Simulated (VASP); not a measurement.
A run of VASP 6.6.1 is set up as follows.

INCAR

```
  PREC = Accurate
  ENCUT = 520
  EDIFF = 1E-6
  ISMEAR = -1
  SIGMA = 0.05
  LREAL = F
  LASPH = T
  NELM = 150
  ALGO = Normal
  ISIF = 2
  LWAVE = F
  LCHARG = T
  ISPIN = 2
  MAGMOM = 3 0
  LORBIT = 11
  LMAXMIX = 4
  GGA = PE
  LELF = T
  LVHAR = T
  NBANDS = 18
```

The input KPOINTS:

```
Automatic mesh
0
Gamma
  10 10 10
```

POSCAR

```
FeO
1.0
    2.6468481728      0.0000000000      0.0000000000
    0.0000000000      2.6468481728      0.0000000000
    0.0000000000      0.0000000000      2.6468481728
Fe O
1 1
Direct
    0.0000000000      0.0000000000      0.0000000000
    0.5000000000      0.5000000000      0.5000000000
```

Potentials or basis: VASP PAW PBE potentials, release 64 (Fe, O).

Run with:

```sh
$ cat potpaw_PBE.64/Fe/POTCAR potpaw_PBE.64/O/POTCAR > POTCAR
$ mpirun -np 1 vasp_std > vasp.out
```

Question: Estimate the net moment.

Answer: 4.00 μB per cell.

Question: What does it give for the pressure?

Answer: 0.6 GPa.

Caveat: a cell with one magnetic atom can't hold antiferromagnetic order, which such compounds often take.
